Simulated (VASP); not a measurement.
CuI: relaxation of cell and atoms with r2SCAN

The system is CuI.

```
CELL_PARAMETERS angstrom
0.00000 3.03150 3.03150
3.03150 0.00000 3.03150
3.03150 3.03150 0.00000
ATOMIC_POSITIONS crystal
I 0.00000 0.00000 0.00000
Cu 0.75000 0.75000 0.75000
```

| Item | Value |
| --- | --- |
| Program | VASP 6.6.1 |
| Task | relaxation of cell and atoms |
| Functional | r2SCAN |
| Potentials or basis | VASP PAW PBE potentials, release 64 (I, Cu) |
| Cutoff | 600 eV |
| k mesh | 8 × 8 × 8 |
| Occupations | fermi-dirac, width 0.05 eV |
| Spin | no spin polarisation |
| Dipole correction | no |
| Further INCAR settings | ALGO = Normal; EDIFF = 1e-06; IBRION = 2; EDIFFG = -0.01; NSW = 60; ISIF = 3 |

```
Relaxed volume                        : 27.23 Å³/atom
Relaxed cell                          : a = 4.255 Å, b = 4.255 Å, c = 4.255 Å, α = 60.00°, β = 60.00°, γ = 60.00°
Space group after relaxing (to 0.1 Å) : F-43m (No. 216)
Energy gained by relaxing             : 1.5 meV/atom
Ionic steps                           : 2
Pressure after relaxing               : 0.1 GPa
Band gap on the k mesh                : 1.68 eV
```

The path:
```csv
step,energy change (eV),largest force (eV/Å),pressure (GPa),volume (Å³)
1,0.0000,0.0000,-0.90,55.72
2,-0.0030,0.0000,0.05,54.47
```

Final structure:
```yaml
crystal:
  lattice:
    - [0.00000, 3.00866, 3.00866]
    - [3.00866, 0.00000, 3.00866]
    - [3.00866, 3.00866, 0.00000]
  atoms:
    - { symbol: I, position: [0.00000, 0.00000, 0.00000] }
    - { symbol: Cu, position: [0.75000, 0.75000, 0.75000] }
```

Levels at points of the mesh, in eV from the valence-band top:
```tsv
k point	band 5	band 6	band 7	band 8	band 9	band 10	band 11	band 12	band 13
(0.00, 0.00, 0.00)	-1.93	-1.93	0.00	0.00	0.00	1.68	5.22	5.22	5.22
(0.50, 0.00, 0.00)	-1.90	-1.90	-1.86	-0.75	-0.75	2.57	5.73	5.73	7.76
(0.50, 0.50, 0.00)	-1.97	-1.85	-1.84	-1.58	-1.58	2.90	3.17	9.96	10.53
```

Wall time 110 s on 1 thread of Intel(R) Xeon(R) Platinum 8488C (Sapphire Rapids) (shared host), peak memory 0.23 GiB.

Caveat: the PAW data sets were made with another functional, which shifts forces and pressure a little; spin-orbit coupling is left out, which moves the levels of the heavy elements. r2SCAN opens gaps a little over a GGA but as a rule still falls short of measured ones.
